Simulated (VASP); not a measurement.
Wanted: the native input for a VASP 6.6.1 run.

```
Task                   : single point
Functional             : PBE
Potentials or basis    : VASP PAW PBE potentials, release 64 (Ta_pv, S)
Cutoff                 : 520 eV
k mesh                 : 8 × 8 × 1
Occupations            : gaussian, width 0.1 eV
Spin                   : no spin polarisation
Dipole correction      : yes
Further INCAR settings : ALGO = Normal; EDIFF = 1e-07; NBANDS = 33
```

The structure of Ta4S lies in POSCAR:

```
Ta4S
1.0
    3.3189671341      0.0000000000      0.0000000000
    0.0000000000      3.3189671341      0.0000000000
    0.0000000000      0.0000000000     20.2996559613
Ta S
4 1
Direct
    0.5000000000      0.5000000000      0.1970476745
    0.0000000000      0.0000000000      0.2787970189
    0.5000000000      0.5000000000      0.3599139055
    0.0000000000      0.0000000000      0.4334879359
    0.2500000000      0.2500000000      0.5279108890
```

These files were run (other wordings do the same):

INCAR

```
PREC = Accurate
ENCUT = 520
EDIFF = 1E-7
ISMEAR = 0
SIGMA = 0.1
LREAL = False
LASPH = True
NELM = 80
ALGO = Normal
ISIF = 2
LWAVE = False
LCHARG = True
LDIPOL = True
IDIPOL = 3
DIPOL = 0.5 0.5 0.359
GGA = PE
LELF = True
LVHAR = True
LVACPOTAV = True
NBANDS = 33
```

KPOINTS

```
regular mesh
0
Gamma
  8 8 1
```

Potentials or basis: VASP PAW PBE potentials, release 64 (Ta_pv, S).

Command:

```bash
$ cat potpaw_PBE.64/Ta_pv/POTCAR potpaw_PBE.64/S/POTCAR > POTCAR
$ mpirun -np 1 vasp_std > vasp.out
```

Results of the run:

The largest force is 1.935 eV/Å and the band gap on the k mesh is zero (bands 25 and 26 overlap by 0.81 eV).

Caveat: spin-orbit coupling is left out, which moves the levels of the heavy elements.

Wall time 10 min on 1 thread of Intel Xeon 8259CL, with other jobs on the host, peak memory 0.42 GiB.
